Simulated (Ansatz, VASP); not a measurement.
## Two plane-wave programs on Zn

```xyz
1
Lattice="-1.3391 1.5504 1.5504 1.5504 -1.3391 1.5504 1.5504 1.5504 -1.3391" Properties=species:S:1:pos:R:3 pbc="T T T"
Zn    0.0000    0.0000    0.0000
```

Alike in both runs: task single point; functional PBEsol; k mesh 22 × 22 × 22; occupations gaussian, width 0.15 eV; no spin polarisation.

|  | VASP | Ansatz |
| --- | --- | --- |
| version | VASP 6.6.1 | Ansatz 0.2.0 |
| potentials or method | VASP PAW PBE potentials, release 64 (Zn), cutoff 520 eV | scalar-relativistic, plane waves, PAW |
| valence electrons in the cell | 12 | 12 |

```tsv
	VASP	Ansatz	Ansatz less VASP
gap on the k mesh at the Fermi level (eV)	none	none	-
pressure (GPa)	1.1	0.7	-0.40
traceless stress, the component that is largest in VASP (GPa)	-2.22	-2.15	+0.068
```

VASP's potentials were made for PBE, not for PBEsol. A gap of «none» marks a metal or a gap that the smearing closes. The functional is the same, so the differences come from potentials, cutoffs and numerics.
